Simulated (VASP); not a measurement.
# TePb (Fm-3m) in VASP: a series of runs

TePb is run at these levels: PBEsol+D4, PBE, BLYP; tasks: single point.

Everything below comes from runs of VASP 6.6.1. Logs are shortened: lines on timing, memory, paths and dates and some standing lists are left out, and cuts for length are marked.

## Step 1: The cell of the first run

It takes space group Fm-3m (No. 225, cubic). Conventional cell: a = 6.390 Å, b = 6.390 Å, c = 6.390 Å, α = 90.00°, β = 90.00°, γ = 90.00°. Pb (site symmetry m-3m) has 6 Te at 3.20 Å within 4.2 Å. Within 4.2 Å of Te (site symmetry m-3m) lie 6 Pb at 3.20 Å.

## Step 2: Single point, PBEsol+D4

The input, INCAR:

```
  ALGO = Normal
  EDIFF = 1E-6
  ENCUT = 520
  GGA = PS
  ISIF = 2
  ISMEAR = -1
  IVDW = 13
  LASPH = T
  LCHARG = F
  LREAL = F
  LWAVE = F
  NBANDS = 17
  NELM = 100
  PREC = Accurate
  SIGMA = 0.05
```

The input, KPOINTS:

```
k-points
0
Gamma
  7 7 7
```

The input, POSCAR:

```
TePb
1.0
    0.0000000000      3.1950405911      3.1950405911
    3.1950405911      0.0000000000      3.1950405911
    3.1950405911      3.1950405911      0.0000000000
Pb Te
1 1
Direct
    0.0000000000      0.0000000000      0.0000000000
    0.5000000000      0.5000000000      0.5000000000
```

Potentials or basis: VASP PAW PBE potentials, release 64 (Pb_d, Te).

Started as:

```
$ cat potpaw_PBE.64/Pb_d/POTCAR potpaw_PBE.64/Te/POTCAR > POTCAR
$ mpirun -np 1 vasp_std > vasp.out
```

OUTCAR:

```text
EDIFF = 1E-6
   ENCUT = 520
   GGA = PS
   ISIF = 2
   ISMEAR = -1
   IVDW = 13
   LASPH = T
   LREAL = F
   NELM = 100
   PREC = Accurate

 ion  position               nearest neighbor table
   1  0.000  0.000  0.000-   2 3.20   2 3.20   2 3.20   2 3.20   2 3.20   2 3.20
   2  0.500  0.500  0.500-   1 3.20   1 3.20   1 3.20   1 3.20   1 3.20   1 3.20

  LATTYP: Found a face centered cubic cell.
 ALAT       =     6.3900811822

  Lattice vectors:

 A1 = (   0.0000000000,   3.1950405911,   3.1950405911)
 A2 = (   3.1950405911,   0.0000000000,   3.1950405911)
 A3 = (   3.1950405911,   3.1950405911,   0.0000000000)

Analysis of symmetry for initial positions (statically):
=====================================================================
 Subroutine PRICEL returns:
 Original cell was already a primitive cell.

 Routine SETGRP: Setting up the symmetry group for a
 face centered cubic supercell.

 Subroutine GETGRP returns: Found 48 space group operations
[... 9 lines left out ...]

 Routine SETGRP: Setting up the symmetry group for a
 face centered cubic supercell.

 Subroutine GETGRP returns: Found 48 space group operations
[... 11 lines left out ...]
                                     Primitive cell

  volume of cell :      65.2318

  direct lattice vectors                    reciprocal lattice vectors
     0.000000000  3.195040591  3.195040591    -0.156492535  0.156492535  0.156492535
     3.195040591  0.000000000  3.195040591     0.156492535 -0.156492535  0.156492535
     3.195040591  3.195040591  0.000000000     0.156492535  0.156492535 -0.156492535

  length of vectors
     4.518469736  4.518469736  4.518469736     0.271053021  0.271053021  0.271053021

  position of ions in fractional coordinates (direct lattice)
     0.000000000  0.000000000  0.000000000
     0.500000000  0.500000000  0.500000000

  ion indices of the primitive-cell ions
   primitive index   ion index
                 1           1
                 2           2

----------------------------------------------------------------------------------------

 KPOINTS: k-points

[... 51 lines left out ...]
   NGXF,Y,Z  is equivalent  to a cutoff of  26.49, 26.49, 26.49 a.u.
 SYSTEM =  unknown system
   PREC   = accura    normal or accurate (medium, high low for compatibility)
   ISTART =      0    job   : 0-new  1-cont  2-samecut
   ICHARG =      2    charge: 1-file 2-atom 10-const
   ISPIN  =      1    spin polarized calculation?
   LNONCOLLINEAR =      F non collinear calculations
   LSORBIT =      F    spin-orbit coupling
   LASPH  =      T    aspherical Exc in radial PAW
   ENCUT  =  520.0 eV  38.22 Ry    6.18 a.u.   8.40  8.40  8.40*2*pi/ulx,y,z
   NELM   =    100;   NELMIN=  2; NELMDL= -5     # of ELM steps
   EDIFF  = 0.1E-05   stopping-criterion for ELM
   LREAL  =      F    real-space projection
   EDIFFG = 0.1E-04   stopping-criterion for IOM
   NSW    =      0    number of steps for IOM
   IBRION =     -1    ionic relax: 0-MD 1-quasi-New 2-CG
   NFREE  =      0    steps in history (QN), initial steepest desc. (CG)
   ISIF   =      2    stress and relaxation
   ISYM   =      2    0-nonsym 1-usesym 2-fastsym
   POTIM  = 0.5000    time-step for ionic-motion
   TEBEG  =    0.0;   TEEND  =   0.0 temperature during run
   PSTRESS=    0.0 pullay stress
   NELECT =      20.0000    total number of electrons
   NUPDOWN=      -1.0000    fix difference up-down
   EMIN   =  10.00;   EMAX   =-10.00  energy-range for DOS
   EFERMI =   0.00;   METHOD = LEGACY
   ISMEAR =    -1;   SIGMA  =   0.05  broadening in eV -4-tet -1-fermi 0-gaus
   EFERMI_NEDOS =   21; number of points for ismear=-14 and -15
   IALGO  =     38    algorithm
   IMIX   =      4    mixing-type and parameters
     AMIX     =   0.40;   BMIX     =  1.00
     AMIX_MAG =   1.60;   BMIX_MAG =  1.00
  volume/ion in A,a.u.               =      32.62       220.10
  Fermi-wavevector in a.u.,A,eV,Ry     =   1.103905  2.086078 16.580151  1.218607
  Thomas-Fermi vector in A             =   2.240370
   LORBIT       =      0    0 simple, 1 ext, 2 COOP (PROOUT), +10 PAW based schemes
   GGA     = PS    functional components
   LHFCALC =     F    Hartree Fock is set to
   AEXX    =    0.0000 exact exchange contribution
   IVDW    =    13    specifies the selected vdW correction
   LEPSILON=     F    determine dielectric tensor
   LRPA    =     F    only Hartree local field effects (RPA)
 non-spin polarized calculation
  energy-cutoff  :      520.00
  volume of cell :       65.23
 maximum number of plane-waves:      1807
 NGX is ok and might be reduce to    36
   NGX = 17   NGY = 17   NGZ = 17

 number of electron      19.9999999 magnetization

 Free energy of the ion-electron system (eV)
  ---------------------------------------------------
  ext. energy  EPLUGINS =         0.00000000
  ---------------------------------------------------
  free energy    TOTEN  =        -8.25498760 eV

  energy without entropy =       -8.25498152  energy(sigma->0) =       -8.25498456

 E-fermi :   6.2449     XC(G=0):  -9.6217

 val. band max:        5.7861628304   @ k =   0.4286   0.0000   0.0000
 cond. band min:       6.6939973577   @ k =   0.4286   0.0000   0.0000
 fundamental gap:      0.9078345272
 Fermi energy:         6.2449171999

 k-point     1 :       0.0000    0.0000    0.0000
  band No.  band energies     occupation
      1     -10.7860      2.00000
      2     -10.7860      2.00000
      3     -10.7722      2.00000
      4     -10.7722      2.00000
      5     -10.7722      2.00000
      6      -6.4204      2.00000
[... 377 lines left out ...]
      4     -10.7588      2.00000
      5     -10.7433      2.00000
      6      -4.4730      2.00000
[... 9 lines left out ...]
     16      16.1899      0.00000
     17      16.7475      0.00000

------------------------ aborting loop because EDIFF is reached ----------------------------------------

  DFT-D4 for vdW energy calculation

  Edisp (eV):   -0.52207

  FORCE on cell =-STRESS in cart. coord.  units (eV):
  Direction    XX          YY          ZZ          XY          YZ          ZX
  --------------------------------------------------------------------------------------
  -------------------------------------------------------------------------------------
  Total      -0.02702    -0.02702    -0.02702    -0.00000    -0.00000     0.00000
  in kB      -0.66372    -0.66372    -0.66372    -0.00000    -0.00000     0.00000
  external pressure =       -0.66 kB  Pullay stress =        0.00 kB

 VOLUME and BASIS-vectors are now :
 -----------------------------------------------------------------------------
  energy-cutoff  :      520.00
  volume of cell :       65.23
      direct lattice vectors                 reciprocal lattice vectors
     0.000000000  3.195040591  3.195040591    -0.156492535  0.156492535  0.156492535
     3.195040591  0.000000000  3.195040591     0.156492535 -0.156492535  0.156492535
     3.195040591  3.195040591  0.000000000     0.156492535  0.156492535 -0.156492535

 POSITION                                       TOTAL-FORCE (eV/Angst)
 -----------------------------------------------------------------------------------
      0.00000      0.00000      0.00000         0.000000      0.000000      0.000000
      3.19504      3.19504      3.19504         0.000000      0.000000      0.000000
 -----------------------------------------------------------------------------------
    total drift:                               -0.000000      0.000000      0.000000

  FREE ENERGIE OF THE ION-ELECTRON SYSTEM (eV)
  ---------------------------------------------------
  free  energy   TOTEN  =        -8.7770527626 eV

  energy  without entropy=       -8.7770466843  energy(sigma->0) =       -8.77704972
```

OSZICAR:

```text
N       E                     dE             d eps       ncg     rms          rms(c)
DAV:   1     0.152818972214E+03    0.15282E+03   -0.91671E+03   680   0.113E+03
DAV:   2     0.219454589096E+01   -0.15062E+03   -0.14619E+03   699   0.294E+02
DAV:   3    -0.808593590761E+01   -0.10280E+02   -0.10166E+02   898   0.832E+01
DAV:   4    -0.835289140629E+01   -0.26696E+00   -0.26681E+00   887   0.151E+01
DAV:   5    -0.836238111480E+01   -0.94897E-02   -0.94893E-02   987   0.243E+00    0.365E+00
DAV:   6    -0.826038943864E+01    0.10199E+00   -0.21539E-01   983   0.364E+00    0.229E+00
DAV:   7    -0.825490269178E+01    0.54867E-02   -0.68429E-02   890   0.141E+00    0.889E-01
DAV:   8    -0.825500950705E+01   -0.10682E-03   -0.77338E-03   856   0.879E-01    0.135E-01
DAV:   9    -0.825498808946E+01    0.21418E-04   -0.81573E-04  1004   0.288E-01    0.380E-02
DAV:  10    -0.825498568243E+01    0.24070E-05   -0.78002E-05   932   0.759E-02    0.214E-02
DAV:  11    -0.825498769343E+01   -0.20110E-05   -0.20057E-05   916   0.331E-02    0.155E-02
DAV:  12    -0.825498760220E+01    0.91230E-07   -0.13169E-06   600   0.719E-03
   1 F= -.87770528E+01 E0= -.87770497E+01  d E =-.607827E-05
```

stdout:

```text
POSCAR found type information on POSCAR PbTe
 POSCAR found :  2 types and       2 ions
 scaLAPACK will be used
 -----------------------------------------------------------------------------
|                                                                             |
|                                                                             |
|     You enforced a specific xc type in the INCAR file but a different       |
|     I HOPE YOU KNOW WHAT YOU ARE DOING!                                     |
|                                                                             |
 -----------------------------------------------------------------------------

 LDA part: xc-table for (Slater+PW92), standard interpolation
 POSCAR, INCAR and KPOINTS ok, starting setup
 FFT: planning ... GRIDC
 FFT: planning ... GRID_SOFT
 FFT: planning ... GRID
 WAVECAR not read
 entering main loop
```

Run time: 52 s. Hardware: 1 thread of Intel Xeon 8259CL, shared host; peak memory 0.21 GiB.

What came out:

```
Free energy                : -8.7771 eV
Pressure                   : -0.1 GPa
Dispersion energy per atom : -0.261 eV
```

Levels at points of the mesh, in eV from the Fermi level:
```tsv
k point	band 7	band 8	band 9	band 10	band 11	band 12	band 13	band 14
(0.00, 0.00, 0.00)	-5.87	-1.81	-1.81	-1.81	3.75	3.75	3.75	5.34
```

Caveat: this odd mesh misses L, where the gap lies, so gap, dielectric constants and Born charges aren't listed; the PAW data sets were made with another functional, which shifts forces and pressure a little; spin-orbit coupling is left out, which moves the levels of the heavy elements.

## Step 3: Single point, PBE

This run uses another cell than the first one, of 33.73 Å³/atom, 1.034 times its volume.

The input, INCAR:

```
SYSTEM = TePb
PREC     = Accurate       ! precision mode
ENCUT    = 520            ! plane-wave cutoff, eV
EDIFF    = 1E-6           ! SCF threshold, eV
ISMEAR   = -1             ! smearing method
SIGMA    = 0.03           ! smearing width, eV
LREAL    = .False.        ! projectors in reciprocal space
LASPH    = .True.         ! aspherical terms in the spheres
NELM     = 100            ! most SCF steps
ALGO     = Normal         ! electronic algorithm
ISIF     = 2              ! what is computed and relaxed
LWAVE    = .False.        ! write WAVECAR
LCHARG   = .False.        ! write CHGCAR
GGA      = PE             ! functional
NBANDS   = 17             ! bands
```

The input, KPOINTS:

```
Automatic mesh
0
Gamma
  4 4 4
  0 0 0
```

The input, POSCAR:

```
TePb
1.0
    0.0000000000      3.2310000000      3.2310000000
    3.2310000000      0.0000000000      3.2310000000
    3.2310000000      3.2310000000      0.0000000000
Pb Te
1 1
Direct
    0.0000000000      0.0000000000      0.0000000000
    0.5000000000      0.5000000000      0.5000000000
```

Potentials or basis: VASP PAW PBE potentials, release 64 (Pb_d, Te).

Started as:

```
$ cat potpaw_PBE.64/Pb_d/POTCAR potpaw_PBE.64/Te/POTCAR > POTCAR
$ mpirun -np 1 vasp_std > vasp.out
```

It took 24 s on 1 thread of AMD EPYC 7R13, shared host; peak memory 0.17 GiB.

It converged, with:

```yaml
Free_energy: -7.4938 eV
Pressure: 2.1 GPa
Band_gap_on_the_k_mesh: 0.73 eV, direct
```

Levels at points of the mesh, in eV from the valence-band top:
```
           k point  band 7  band 8  band 9  band 10  band 11  band 12  band 13  band 14
(0.00, 0.00, 0.00)   -5.60   -1.35   -1.35    -1.35     4.08     4.08     4.08     5.80
(0.50, 0.00, 0.00)   -8.59   -0.89   -0.89     0.00     0.73     1.27     1.27     8.39
(0.50, 0.50, 0.00)   -7.30   -4.50   -2.80    -2.80     3.29     5.48     5.48     6.71
```

Caveat: the k points lie up to 0.42 Å⁻¹ apart; spin-orbit coupling is left out, which moves the levels of the heavy elements.

## Step 4: Single point, PBE

This run uses another cell than the first one, of 33.73 Å³/atom, 1.034 times its volume.

The input, INCAR:

```
SYSTEM = TePb
ALGO = Normal
EDIFF = 1E-6
ENCUT = 520
GGA = PE
ISIF = 2
ISMEAR = 0
LASPH = .True.
LCHARG = .True.
LELF = .True.
LREAL = .False.
LVHAR = .True.
LWAVE = .False.
NBANDS = 17
NELM = 100
PREC = Accurate
SIGMA = 0.012
```

The input, KPOINTS:

```
k-points
0
Gamma
  7 7 7
  0 0 0
```

POSCAR is that of step 3.

Started as:

```
$ cat potpaw_PBE.64/Pb_d/POTCAR potpaw_PBE.64/Te/POTCAR > POTCAR
$ mpirun -np 1 vasp_std > vasp.out
```

Wall time 39 s (1 thread of AMD EPYC 7R13, shared host); peak memory 0.18 GiB.

It converged, with:

| Property | Result |
| --- | --- |
| Free energy | -7.5026 eV |
| Pressure | 2.1 GPa |

Levels at points of the mesh, in eV from the Fermi level:
```
           k point  band 6  band 7  band 8  band 9  band 10  band 11  band 12  band 13  band 14  band 15
(0.00, 0.00, 0.00)  -11.98   -5.56   -1.31   -1.31    -1.31     4.12     4.12     4.12     5.83     5.83
```

Caveat: this odd mesh misses L, where the gap lies, so gap, dielectric constants and Born charges aren't listed; spin-orbit coupling is left out, which moves the levels of the heavy elements.

[end of part 1 of 2]
